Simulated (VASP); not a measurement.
# NaCl: single point with PBEsol

The system is NaCl.

```
CELL_PARAMETERS angstrom
0.00000 3.26902 2.12486
3.26902 0.00000 2.12486
3.26902 3.26902 0.00000
ATOMIC_POSITIONS crystal
Na 0.00000 0.00000 0.00000
Cl 0.50000 0.50000 0.50000
```

This cell differs from its parent crystal: ratio of the length along z to the lengths across it x 0.65, volume and fractional coordinates fixed.

```
Program                : VASP 6.6.1
Task                   : single point
Functional             : PBEsol
Potentials or basis    : VASP PAW PBE potentials, release 64 (Na_pv, Cl)
Cutoff                 : 520 eV
k mesh                 : 8 × 8 × 8
Occupations            : gaussian, width 0.05 eV
Spin                   : no spin polarisation
Dipole correction      : no
Further INCAR settings : ALGO = Normal; EDIFF = 1e-06; NBANDS = 14
```

```
Pressure               : 16.7 GPa
Band gap on the k mesh : 4.83 eV (least direct gap 4.85 eV)
```

Stress tensor (GPa, compression positive):
```
-1.75  0.00  0.00
 0.00 -1.75  0.00
 0.00  0.00 53.60
```

Levels at points of the mesh, in eV from the valence-band top:
```tsv
k point	band 5	band 6	band 7	band 8	band 9	band 10
(0.00, 0.00, 0.00)	-0.04	-0.02	-0.02	4.83	10.61	11.04
(0.50, 0.00, 0.00)	-1.98	-0.61	-0.41	7.01	9.32	10.12
(0.50, 0.50, 0.00)	-1.17	-1.17	-0.87	6.97	9.10	13.06
(0.50, 0.00, 0.50)	-1.82	-0.40	0.00	7.89	9.48	9.75
```

It took 41 s on 1 thread of AMD EPYC 7R13 (shared host), peak memory 0.15 GiB.

Caveat: the stress differs along the axes, from -2 to 54 GPa; the PAW data sets were made with another functional, which shifts forces and pressure a little. A k mesh can miss the band edges.
